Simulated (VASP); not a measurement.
# GaSb (I-4m2) in VASP: notebook

Runs on GaSb. Level: PBEsol. Tasks: relaxation of cell and atoms, single point.

Program: VASP 6.6.1. These are calculated values, not measurements. Logs are shortened: lines on timing, memory, paths and dates and some standing lists are left out, and cuts for length are marked.

## 1. The cell of the first run

The structure is tetragonal, space group I-4m2 (No. 119). The conventional cell has a = 5.507 Å, b = 5.507 Å, c = 3.181 Å, α = 90.00°, β = 90.00°, γ = 90.00°. Within 3.8 Å of Sb (site symmetry -4m2) lie 8 Ga at 2.87 to 3.64 Å and 2 Sb at 3.18 Å. Within 3.8 Å of Ga (site symmetry -4m2) lie 8 Sb at 2.87 to 3.64 Å and 2 Ga at 3.18 Å.

## 2. Relaxation of cell and atoms, PBEsol

INCAR

```
ALGO = Normal
EDIFF = 1E-6
EDIFFG = -0.01
ENCUT = 600
GGA = PS
IBRION = 2
ISIF = 3
ISMEAR = -1
LASPH = T
LCHARG = F
LREAL = F
LWAVE = F
NELM = 100
NSW = 80
PREC = Accurate
SIGMA = 0.05
```

KPOINTS

```
k-points
0
Gamma
  7 7 7
```

POSCAR

```
GaSb
1.0
   -2.7534340000      2.7534340000      1.5907070000
    2.7534340000     -2.7534340000      1.5907070000
    2.7534340000      2.7534340000     -1.5907070000
Sb Ga
1 1
Direct
    0.0000000000      0.0000000000      0.0000000000
    0.7500000000      0.2500000000      0.5000000000
```

Potentials or basis: VASP PAW PBE potentials, release 64 (Sb, Ga_d).

Command:

```bash
$ cat potpaw_PBE.64/Sb/POTCAR potpaw_PBE.64/Ga_d/POTCAR > POTCAR
$ mpirun -np 1 vasp_std > vasp.out
```

OUTCAR:

```text
EDIFF = 1E-6
   EDIFFG = -0.01
   ENCUT = 600
   GGA = PS
   IBRION = 2
   ISIF = 3
   ISMEAR = -1
   LASPH = T
   LREAL = F
   NELM = 100
   NSW = 80
   PREC = Accurate

 ion  position               nearest neighbor table
   1  0.000  0.000  0.000-   2 2.87   2 2.87   2 2.87   2 2.87
   2  0.750  0.250  0.500-   1 2.87   1 2.87   1 2.87   1 2.87

  LATTYP: Found a body centered tetragonal cell.
 ALAT       =     5.5068680000
 C/A-ratio  =     0.5777174975

  Lattice vectors:

 A1 = (  -2.7534340000,   2.7534340000,   1.5907070000)
 A2 = (   2.7534340000,  -2.7534340000,   1.5907070000)
 A3 = (   2.7534340000,   2.7534340000,  -1.5907070000)

Analysis of symmetry for initial positions (statically):
=====================================================================
 Subroutine PRICEL returns:
 Original cell was already a primitive cell.

 Routine SETGRP: Setting up the symmetry group for a
 body centered tetragonal supercell.

 Subroutine GETGRP returns: Found  8 space group operations
 (whereof  8 operations were pure point group operations)
 out of a pool of 16 trial point group operations.

The static configuration has the point symmetry D_2d.

Analysis of symmetry for dynamics (positions and initial velocities):
=====================================================================
 Subroutine PRICEL returns:
 Original cell was already a primitive cell.

 Routine SETGRP: Setting up the symmetry group for a
 body centered tetragonal supercell.

 Subroutine GETGRP returns: Found  8 space group operations
 (whereof  8 operations were pure point group operations)
 out of a pool of 16 trial point group operations.

The dynamic configuration has the point symmetry D_2d.

 Subroutine INISYM returns: Found  8 space group operations
 (whereof  8 operations are pure point group operations),
 and found     1 'primitive' translations

----------------------------------------------------------------------------------------

                                     Primitive cell

  volume of cell :      48.2391

  direct lattice vectors                    reciprocal lattice vectors
    -2.753434000  2.753434000  1.590707000     0.000000000  0.181591424  0.314325643
     2.753434000 -2.753434000  1.590707000     0.181591424  0.000000000  0.314325643
     2.753434000  2.753434000 -1.590707000     0.181591424  0.181591424  0.000000000

  length of vectors
[... 97 lines left out ...]
   ISMEAR =    -1;   SIGMA  =   0.05  broadening in eV -4-tet -1-fermi 0-gaus
   EFERMI_NEDOS =   21; number of points for ismear=-14 and -15
   IALGO  =     38    algorithm
   IMIX   =      4    mixing-type and parameters
     AMIX     =   0.40;   BMIX     =  1.00
     AMIX_MAG =   1.60;   BMIX_MAG =  1.00
  volume/ion in A,a.u.               =      24.12       162.77
  Fermi-wavevector in a.u.,A,eV,Ry     =   1.178598  2.227228 18.899772  1.389094
  Thomas-Fermi vector in A             =   2.314924
   LORBIT       =      0    0 simple, 1 ext, 2 COOP (PROOUT), +10 PAW based schemes
   GGA     = PS    functional components
   LHFCALC =     F    Hartree Fock is set to
   AEXX    =    0.0000 exact exchange contribution
   IVDW    =     0    specifies the selected vdW correction
   LEPSILON=     F    determine dielectric tensor
   LRPA    =     F    only Hartree local field effects (RPA)
 conjugate gradient relaxation of ions
 non-spin polarized calculation
  energy-cutoff  :      600.00
  volume of cell :       48.24
 maximum number of plane-waves:      1633
 NGX is ok and might be reduce to    36
   NGX = 17   NGY = 17   NGZ = 17

--------------------------------------- Ionic step        1  -------------------------------------------

 number of electron      18.0000003 magnetization

 Free energy of the ion-electron system (eV)
  ---------------------------------------------------
  ext. energy  EPLUGINS =         0.00000000
  ---------------------------------------------------
  free energy    TOTEN  =        -7.91322327 eV

  energy without entropy =       -7.90727409  energy(sigma->0) =       -7.91024868

------------------------ aborting loop because EDIFF is reached ----------------------------------------

  FORCE on cell =-STRESS in cart. coord.  units (eV):
  Direction    XX          YY          ZZ          XY          YZ          ZX
  --------------------------------------------------------------------------------------
  -------------------------------------------------------------------------------------
  Total       -0.5694805     -0.5694805     -1.4860957      0.0000000      0.0000000      0.0000000
  in kB      -18.9142828    -18.9142828    -49.3580317      0.0000000      0.0000000      0.0000000
  external PRESSURE =     -29.0621991 kB  Pullay stress =       0.0000000 kB
[... 203 lines left out ...]
--------------------------------------- Ionic step        7  -------------------------------------------

 number of electron      18.0000005 magnetization

 Free energy of the ion-electron system (eV)
  ---------------------------------------------------
  ext. energy  EPLUGINS =         0.00000000
  ---------------------------------------------------
  free energy    TOTEN  =        -7.95000105 eV

  energy without entropy =       -7.94492451  energy(sigma->0) =       -7.94746278

 E-fermi :   6.8788     XC(G=0): -10.6178

 val. band max:        6.8505313679   @ k =   0.4286   0.1429   0.0000
 cond. band min:       7.2102171947   @ k =   0.2857   0.1429   0.0000
 fundamental gap:      0.3596858268
 Fermi energy:         6.8787958210

 k-point     1 :       0.0000    0.0000    0.0000
  band No.  band energies     occupation
      1      -7.9306      2.00000
      2      -7.8286      2.00000
      3      -7.8230      2.00000
      4      -7.7792      2.00000
      5      -7.7792      2.00000
      6      -5.3377      2.00000
      7       3.9411      2.00000
      8       4.9155      2.00000
      9       4.9155      2.00000
     10      10.2193      0.00000
     11      12.9020      0.00000
     12      14.2536      0.00000
     13      14.2536      0.00000
[... 354 lines left out ...]
  band No.  band energies     occupation
      1      -7.9204      2.00000
      2      -7.8661      2.00000
      3      -7.8054      2.00000
      4      -7.7794      2.00000
      5      -7.7712      2.00000
      6      -3.7796      2.00000
      7      -0.9232      2.00000
      8       4.8949      2.00000
      9       6.6813      1.96220
     10      10.7763      0.00000
     11      11.8012      0.00000
     12      12.6017      0.00000
     13      13.8512      0.00000

 [... further k-points ...]
[... 5 lines left out ...]
  --------------------------------------------------------------------------------------
  -------------------------------------------------------------------------------------
  Total        0.0012173      0.0012173     -0.0181105      0.0000000     -0.0000000      0.0000000
  in kB        0.0427417      0.0427417     -0.6358715      0.0000000     -0.0000000      0.0000000
  external PRESSURE =      -0.1834627 kB  Pullay stress =       0.0000000 kB
[... 17 lines left out ...]
  FREE ENERGIE OF THE ION-ELECTRON SYSTEM (eV)
  ---------------------------------------------------
  free  energy   TOTEN  =        -7.9500010470 eV

  energy  without entropy=       -7.9449245064  energy(sigma->0) =       -7.94746278

 reached required accuracy - stopping structural energy minimisation
```

It took 50 s on 1 thread of Intel Xeon 6975P-C (Granite Rapids), shared host; peak memory 0.23 GiB.

What came out:

- Free energy: -7.9500 eV
- Relaxed volume: 22.82 Å³/atom
- Relaxed cell: a = 4.155 Å, b = 4.155 Å, c = 4.155 Å, α = 97.77°, β = 97.77°, γ = 136.84°
- Space group after relaxing (to 0.05 Å): I-4m2 (No. 119)
- Energy gained by relaxing: 18.4 meV/atom
- Ionic steps: 7
- Pressure after relaxing: 0.0 GPa
- Band gap on the k mesh: zero (band 9 reaches 8.48 eV, above the bottom of band 10 at 4.54 eV)

Step by step:
| step | energy change (eV) | largest force (eV/Å) | pressure (GPa) | volume (Å³) |
| --- | --- | --- | --- | --- |
| 1 | 0.0000 | 0.0000 | -2.91 | 48.24 |
| 2 | -0.0346 | 0.0000 | 0.56 | 45.24 |
| 3 | -0.0346 | 0.0000 | 0.42 | 45.36 |
| 4 | -0.0367 | 0.0000 | 0.11 | 45.53 |
| 5 | -0.0367 | 0.0000 | 0.10 | 45.51 |
| 6 | -0.0367 | 0.0000 | 0.15 | 45.50 |
| 7 | -0.0368 | 0.0000 | -0.02 | 45.63 |

Final structure:
```xyz
2
Lattice="-2.7323 2.7323 1.5282 2.7323 -2.7323 1.5282 2.7323 2.7323 -1.5282" Properties=species:S:1:pos:R:3 pbc="T T T"
Sb    0.0000    0.0000    0.0000
Ga    0.0000    2.7323    0.7641
```

Levels at points of the mesh, in eV from the Fermi level:
```tsv
k point	band 7	band 8	band 9	band 10	band 11	band 12
(0.00, 0.00, 0.00)	-2.94	-1.96	-1.96	3.34	6.02	7.37
```

Caveat: the PAW data sets were made with another functional, which shifts forces and pressure a little; spin-orbit coupling is left out, which moves the levels of the heavy elements.

(Part 1 of 2 ends here.)
